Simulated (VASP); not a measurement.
## Gd: relaxation of shape and atoms at fixed volume with PBE

The system is Gd.

```xyz
2
Lattice="3.6173 0.0000 0.0000 -1.8086 3.1327 0.0000 0.0000 0.0000 5.7983" Properties=species:S:1:pos:R:3 pbc="T T T"
Gd    0.0000    2.0884    4.3487
Gd    1.8086    1.0442    1.4496
```

* Program: VASP 6.6.1
* Task: relaxation of shape and atoms at fixed volume
* Functional: PBE
* Potentials or basis: VASP PAW PBE potentials, release 64 (Gd)
* Cutoff: 600 eV
* k mesh: 14 × 14 × 8
* Occupations: gaussian, width 0.05 eV
* Spin: collinear spin, antiferromagnetic start
* Starting moments: [7.99, -7.99] μB
* Dipole correction: no
* Further INCAR settings: ALGO = Normal; EDIFF = 1e-07; IBRION = 2; EDIFFG = -0.01; NSW = 60; ISIF = 4

```yaml
Pressure_after_relaxing: 0.0 GPa
Band_gap_on_the_k_mesh: zero (filled and empty bands overlap)
Net_moment: 0.00 μB per cell
Site_moments: Gd +6.94, -6.94 μB
Valence_electrons_inside_the_program's_atomic_spheres: Gd 15.21
```

Final structure:
```cif
data_structure
_symmetry_space_group_name_H-M 'P 1'
_symmetry_Int_Tables_number 1
_cell_length_a 3.6173
_cell_length_b 3.6173
_cell_length_c 5.7983
_cell_angle_alpha 90.000
_cell_angle_beta 90.000
_cell_angle_gamma 120.000
_cell_volume 65.70
loop_
_atom_site_label
_atom_site_type_symbol
_atom_site_fract_x
_atom_site_fract_y
_atom_site_fract_z
_atom_site_occupancy
Gd1 Gd 0.33333 0.66667 0.75000 1
Gd2 Gd 0.66667 0.33333 0.25000 1
```

Levels at points of the mesh, in eV from the Fermi level:
Spin up:
| k point | band 15 | band 16 | band 17 | band 18 | band 19 | band 20 | band 21 | band 22 |
| --- | --- | --- | --- | --- | --- | --- | --- | --- |
| (0.00, 0.00, 0.00) | -4.65 | -4.65 | -1.94 | 0.49 | 0.54 | 0.63 | 0.63 | 0.71 |
| (0.50, 0.00, 0.00) | -4.62 | -1.81 | -1.10 | -0.93 | 0.33 | 0.58 | 0.64 | 0.72 |
| (0.00, 0.00, 0.50) | -4.65 | -3.45 | -2.74 | 0.22 | 0.50 | 0.66 | 0.66 | 0.77 |
| (0.50, 0.00, 0.50) | -4.63 | -1.92 | -1.63 | -0.26 | 0.41 | 0.52 | 0.64 | 0.75 |
Spin down:
```
           k point  band 15  band 16  band 17  band 18  band 19  band 20  band 21  band 22
(0.00, 0.00, 0.00)    -4.65    -4.65    -1.94     0.49     0.54     0.63     0.63     0.71
(0.50, 0.00, 0.00)    -4.62    -1.81    -1.10    -0.93     0.33     0.58     0.64     0.72
(0.00, 0.00, 0.50)    -4.65    -3.45    -2.74     0.22     0.50     0.66     0.66     0.77
(0.50, 0.00, 0.50)    -4.63    -1.92    -1.63    -0.26     0.41     0.52     0.64     0.68
```

Run time: 6 min on 4 MPI ranks on Intel(R) Xeon(R) 6975P-C (Granite Rapids) (shared host), peak memory 0.5 GiB a rank.

Caveat: the antiferromagnetic order is the one typed at the start, and another may lie lower; spin-orbit coupling is left out, which moves the levels of the heavy elements; semilocal functionals describe open f shells poorly, which spoils levels, moments and volumes. The state reached can hang on the start; a lower one may exist.
